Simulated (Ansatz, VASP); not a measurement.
**CdSe: VASP beside Ansatz**

```
Cd Se
1.0
     2.97523    2.97523    0.00000
    -2.97523    2.97523    0.00000
     0.00000    2.97523    2.97523
Cd Se
1 1
Direct
  0.00000 0.00000 0.00000
  0.75000 0.25000 0.50000
```

Alike in both runs: task single point; functional PBEsol; k mesh 6 × 6 × 6; occupations fermi-dirac, width 0.01 eV; non-collinear spin, spin-orbit coupling.

|  | VASP | Ansatz |
| --- | --- | --- |
| version | VASP 6.6.1 | Ansatz 0.2.0 |
| potentials or method | VASP PAW PBE potentials, release 64 (Cd, Se), cutoff 520 eV | all-electron LAPW |

Ansatz gave:

| Quantity | Value |
| --- | --- |
| pressure (GPa) | 4.0 |
| net moment per atom (μB) | 0.00 |

Q: Which values does VASP return?

A: Pressure (GPa): 4.4; net moment per atom (μB): 0.00.

VASP's potentials were made for PBE, not for PBEsol. Ansatz ran all-electron here, and VASP with PAW potentials.
